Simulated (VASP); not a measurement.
# Sb2As2C (Immm) in VASP: a series of runs, part 3 of 3

VASP 6.6.1.

## Step 6: Single point, PBE

This run uses another cell than the first one, of 28.53 Å³/atom, 1.303 times its volume.

Input file INCAR:

```
SYSTEM = Sb2As2C
PREC = Accurate ; ENCUT = 520
EDIFF = 1E-6 ; ISMEAR = 0
SIGMA = 0.1 ; LREAL = .FALSE.
LASPH = .TRUE. ; NELM = 100
ALGO = Normal ; ISIF = 2
LWAVE = .FALSE. ; LCHARG = .TRUE.
GGA = PE ; LELF = .TRUE.
LVHAR = .TRUE. ; NBANDS = 20
```

Input file KPOINTS:

```
regular mesh
0
G
  4 4 4
  0 0 0
```

Input file POSCAR:

```
Sb2As2C
1.0
   -3.0456040000      3.3038427100      3.5442537900
    3.0456040000     -3.3038427100      3.5442537900
    3.0456040000      3.3038427100     -3.5442537900
Sb As C
2 2 1
Direct
    0.8172270400      0.5000000000      0.3172270400
    0.1827729600      0.5000000000      0.6827729600
    0.8737587900      0.8737587900      0.0000000000
    0.1262412100      0.1262412100      0.0000000000
    0.5000000000      0.5000000000      0.0000000000
```

Potentials or basis: VASP PAW PBE potentials, release 64 (Sb, As, C).

Command:

```console
> cat potpaw_PBE.64/Sb/POTCAR potpaw_PBE.64/As/POTCAR potpaw_PBE.64/C/POTCAR > POTCAR
> mpirun -np 1 vasp_std > vasp.out
```

OUTCAR:

```text
SYSTEM = Sb2As2C
   PREC = Accurate
   ENCUT = 520
   EDIFF = 1E-6
   ISMEAR = 0
   LREAL = .FALSE.
   LASPH = .TRUE.
   NELM = 100
   ISIF = 2
   GGA = PE

 ion  position               nearest neighbor table
   1  0.817  0.500  0.317-   5 2.10   2 2.42
   2  0.183  0.500  0.683-   5 2.10   1 2.42
   3  0.874  0.874  0.000-   4 1.79
   4  0.126  0.126  0.000-   3 1.79
   5  0.500  0.500  0.000-   1 2.10   2 2.10

  LATTYP: Found a body centered orthorhombic cell.
 ALAT       =     6.0912080000
[... 608 lines left out ...]
  --------------------------------------------------------------------------------------
  -------------------------------------------------------------------------------------
  Total        3.2554656     16.5452877     33.6044259      0.0000000      0.0000000      0.0000000
  in kB       36.5633591    185.8263538    377.4239557      0.0000000      0.0000000      0.0000000
  external PRESSURE =     199.9378896 kB  Pullay stress =       0.0000000 kB

 VOLUME and BASIS-vectors are now :
 -----------------------------------------------------------------------------
  energy-cutoff  :      520.00
  volume of cell :      142.65
      direct lattice vectors                 reciprocal lattice vectors
    -3.045604000  3.303842710  3.544253790     0.000000000  0.151338924  0.141073419
     3.045604000 -3.303842710  3.544253790     0.164171048  0.000000000  0.141073419
     3.045604000  3.303842710 -3.544253790     0.164171048  0.151338924  0.000000000

 POSITION                                       TOTAL-FORCE (eV/Angst)
 -----------------------------------------------------------------------------------
      0.00000      2.09614      3.54425         0.000000     -6.006636      0.000000
      3.04560      1.20771      0.00000         0.000000      6.006636     -0.000000
      0.00000      0.00000      6.19365        -0.000000      0.000000    -20.084905
      0.00000      0.00000      0.89486         0.000000     -0.000000     20.084905
      0.00000      0.00000      3.54425         0.000000     -0.000000      0.000000
 -----------------------------------------------------------------------------------
    total drift:                                0.000000      0.000000     -0.000000

  FREE ENERGIE OF THE ION-ELECTRON SYSTEM (eV)
  ---------------------------------------------------
  free  energy   TOTEN  =       -15.1735284265 eV

  energy  without entropy=      -15.1559788088  energy(sigma->0) =      -15.16475362
```

stdout:

```text
POSCAR found type information on POSCAR SbAsC
 POSCAR found :  3 types and       5 ions
 scaLAPACK will be used
 LDA part: xc-table for (Slater+PW92), standard interpolation
 POSCAR, INCAR and KPOINTS ok, starting setup
 FFT: planning ... GRIDC
 FFT: planning ... GRID_SOFT
 FFT: planning ... GRID
 WAVECAR not read
 entering main loop
```

Run time: 79 s. Hardware: 1 thread of Intel Xeon Platinum 8259CL at 2.50GHz (Skylake/Cascade Lake), shared host; peak memory 0.33 GiB.

What came out:

```
Free energy            : -15.1735 eV
Pressure               : 20.0 GPa
Largest force          : 20.085 eV/Å
Band gap on the k mesh : zero (band 12 reaches 4.49 eV, above the bottom of band 13 at 2.71 eV)
```

Forces in eV/Å, atoms in the order of the input:
```
Sb    0.000  -6.007   0.000
Sb    0.000   6.007   0.000
As    0.000   0.000 -20.085
As    0.000   0.000  20.085
C     0.000   0.000   0.000
```

Stress tensor (GPa, compression positive):
```
 3.66  0.00  0.00
 0.00 18.58  0.00
 0.00  0.00 37.74
```

Levels at points of the mesh, in eV from the Fermi level:
| k point | band 8 | band 9 | band 10 | band 11 | band 12 | band 13 | band 14 | band 15 | band 16 | band 17 |
| --- | --- | --- | --- | --- | --- | --- | --- | --- | --- | --- |
| (0.00, 0.00, 0.00) | -2.60 | -2.46 | -1.98 | -1.88 | -0.63 | -0.27 | 0.15 | 0.17 | 1.27 | 2.37 |
| (0.50, 0.00, 0.00) | -5.02 | -3.43 | -2.47 | -1.52 | 0.50 | 0.95 | 1.01 | 1.54 | 1.84 | 2.41 |
| (0.00, 0.50, 0.00) | -3.38 | -3.19 | -1.78 | -0.19 | 0.16 | 0.63 | 1.06 | 1.36 | 1.68 | 1.72 |
| (0.50, 0.50, 0.00) | -3.30 | -3.19 | -2.62 | -1.77 | -1.43 | -1.28 | 1.09 | 1.85 | 2.37 | 3.05 |
| (0.50, 0.50, 0.50) | -2.19 | -1.88 | -1.10 | -0.30 | -0.08 | 0.24 | 0.47 | 0.86 | 1.92 | 2.09 |

Caveat: spin-orbit coupling is left out, which moves the levels of the heavy elements; forces of over 1 eV/Å act on the atoms, so gaps and moduli don't describe the material at rest.

## Step 7: Relaxation of cell and atoms, PBE

This run uses another cell than the first one, of 28.53 Å³/atom, 1.303 times its volume.

Input file INCAR:

```
PREC = Accurate
ENCUT = 600
EDIFF = 1E-6
ISMEAR = 0
SIGMA = 0.1
LREAL = False
LASPH = True
NELM = 60
ALGO = Normal
ISIF = 3
LWAVE = False
LCHARG = False
GGA = PE
IBRION = 2
NSW = 90
EDIFFG = -0.04
```

Input file KPOINTS:

```
Automatic mesh
0
Gamma
  4 4 4
```

POSCAR is that of step 6.

Command:

```console
> cat potpaw_PBE.64/Sb/POTCAR potpaw_PBE.64/As/POTCAR potpaw_PBE.64/C/POTCAR > POTCAR
> mpirun -np 1 vasp_std > vasp.out
```

Run time: 29 min. Hardware: 1 thread of Intel Xeon Platinum 8259CL at 2.50GHz (Skylake/Cascade Lake), shared host; peak memory 0.38 GiB.

It converged, with:

```
Free energy                            : -22.5712 eV
Relaxed volume                         : 22.54 Å³/atom
Relaxed cell                           : a = 5.892 Å, b = 5.892 Å, c = 5.892 Å, α = 143.34°, β = 83.57°, γ = 108.04°
Space group after relaxing (to 0.05 Å) : Immm (No. 71)
Energy gained by relaxing              : 1479.4 meV/atom
Ionic steps                            : 35
Pressure after relaxing                : 0.1 GPa
Largest force after relaxing           : 0.019 eV/Å
Band gap on the k mesh                 : zero (band 12 reaches 7.00 eV, above the bottom of band 13 at 5.33 eV)
```

Forces on the atoms (eV/Å):
```
Sb   0.000  0.001  0.000
Sb   0.000 -0.001  0.000
As   0.000  0.000 -0.019
As   0.000  0.000  0.019
C    0.000  0.000  0.000
```

Stress tensor (GPa, compression positive):
```
-0.16  0.00  0.00
 0.00  0.27  0.00
 0.00  0.00  0.06
```

The path:
```tsv
step	energy change (eV)	largest force (eV/Å)	pressure (GPa)	volume (Å³)
1	0.0000	20.0844	19.98	142.65
2	-4.0705	1.4747	-3.99	225.89
3	-4.0734	1.4715	-4.07	224.19
4	-4.0773	1.4659	-4.16	222.37
5	-4.5147	0.8716	-4.41	180.23
6	-4.8432	1.9222	-2.07	160.88
7	-4.7730	2.9125	1.05	151.63
8	-4.8647	2.1500	-1.44	158.32
9	-4.8660	2.3195	-0.98	156.75
10	-5.8147	0.5460	-3.56	154.81
11	-5.8675	0.4837	-3.58	154.24
12	-5.8911	0.5103	-3.19	152.92
13	-5.8937	0.4558	-3.41	153.54
14	-6.0833	0.7910	0.71	140.50
15	-6.0833	0.7572	0.60	140.79
16	-6.3105	0.8588	0.61	134.85
17	-6.6741	1.0818	4.39	116.33
18	-6.8569	0.8011	0.68	118.04
19	-6.9118	0.9535	-1.07	118.91
20	-6.8946	1.1574	-3.54	120.20
21	-6.9253	1.0114	-2.08	119.42
22	-7.0623	1.0759	-1.72	116.77
23	-7.2604	0.5164	1.87	107.93
24	-7.2791	0.7221	1.98	110.34
25	-7.3083	0.1735	1.64	109.35
26	-7.3300	0.1543	-0.81	113.01
27	-7.3304	0.1298	-0.56	112.59
28	-7.3561	0.1320	-0.62	113.49
29	-7.3053	1.0496	0.49	115.95
30	-7.3693	0.3675	-0.44	114.25
31	-7.3836	0.3524	0.16	113.57
32	-7.3845	0.3532	0.33	113.35
33	-7.3917	0.1949	-0.75	113.87
34	-7.3937	0.0278	-0.42	113.70
35	-7.3968	0.0193	0.06	112.72
```

Final structure:
```yaml
crystal:
  lattice:
    - [-1.85298, 4.39338, 3.46141]
    - [1.85298, -4.39338, 3.46141]
    - [1.85298, 4.39338, -3.46141]
  atoms:
    - { symbol: Sb, position: [0.78897, 0.50000, 0.28897] }
    - { symbol: Sb, position: [0.21103, 0.50000, 0.71103] }
    - { symbol: As, position: [0.77127, 0.77127, 0.00000] }
    - { symbol: As, position: [0.22873, 0.22873, 0.00000] }
    - { symbol: C, position: [0.50000, 0.50000, 0.00000] }
```

Levels at points of the mesh, in eV from the Fermi level:
| k point | band 8 | band 9 | band 10 | band 11 | band 12 | band 13 | band 14 | band 15 | band 16 |
| --- | --- | --- | --- | --- | --- | --- | --- | --- | --- |
| (0.00, 0.00, 0.00) | -4.05 | -2.18 | -0.74 | -0.01 | 0.28 | 0.84 | 2.18 | 2.21 | 2.31 |
| (0.50, 0.00, 0.00) | -2.17 | -1.99 | -1.80 | -1.40 | -0.40 | 1.73 | 1.81 | 2.66 | 3.13 |
| (0.00, 0.50, 0.00) | -4.86 | -3.65 | -2.91 | -0.99 | -0.39 | -0.25 | 0.37 | 1.06 | 1.32 |
| (0.50, 0.50, 0.00) | -4.13 | -3.23 | -2.17 | -1.80 | -1.50 | -0.85 | 0.56 | 1.31 | 1.79 |
| (0.50, 0.50, 0.50) | -2.89 | -1.74 | -1.08 | -0.67 | 0.48 | 0.73 | 0.74 | 1.31 | 1.90 |

Caveat: the volume moved by over 15 % at a fixed basis, so the end points are rough; spin-orbit coupling is left out, which moves the levels of the heavy elements.

## Step 8: Overview

| task | cell | k mesh | cutoff (eV) | gap on the mesh (eV) | pressure (GPa) | relaxed volume (Å³/atom) | largest force (eV/Å) |
| --- | --- | --- | --- | --- | --- | --- | --- |
| single point | a = 6.285 Å, angles 150.4, 114.9, 73.1°, 5 atoms | 12 × 12 × 12 | 520 | none | 0.2 | - | 0.15 |
| single point | a = 5.901 Å, angles 142.5, 109.6, 82.6°, 5 atoms | 6 × 6 × 6 | 520 | none | 0.1 | - | 0.12 |
| relaxation of cell and atoms | relaxed from a = 5.915 Å, angles 143.7, 108.2, 83.2°, 5 atoms | 6 × 6 × 6 | 600 | none | 0.0 | 22.89 | 0.01 |
| single point | a = 5.915 Å, angles 143.7, 83.2, 108.2°, 5 atoms | 4 × 4 × 4 | 520 | none | 0.1 | - | 0.12 |
| single point | a = 5.723 Å, angles 115.7, 109.5, 103.5°, 5 atoms | 4 × 4 × 4 | 520 | none | 20.0 | - | 20.08 |
| relaxation of cell and atoms | relaxed from a = 5.723 Å, angles 115.7, 109.5, 103.5°, 5 atoms | 4 × 4 × 4 | 600 | none | 0.1 | 22.54 | 0.02 |

Alike in all rows: level PBE; potentials or basis VASP PAW PBE potentials, release 64 (Sb, As, C); no spin polarisation; smearing gaussian 0.1 eV.

Caveats: some runs use coarse meshes; spin-orbit coupling is left out, which moves the levels of the heavy elements; forces of over 1 eV/Å act on the atoms, so gaps and moduli don't describe the material at rest (some runs); the volume moved by over 15 % at a fixed basis, so the end points are rough (some runs).

Total energies depend on the potentials used, so only differences within one code and one set of settings carry meaning.
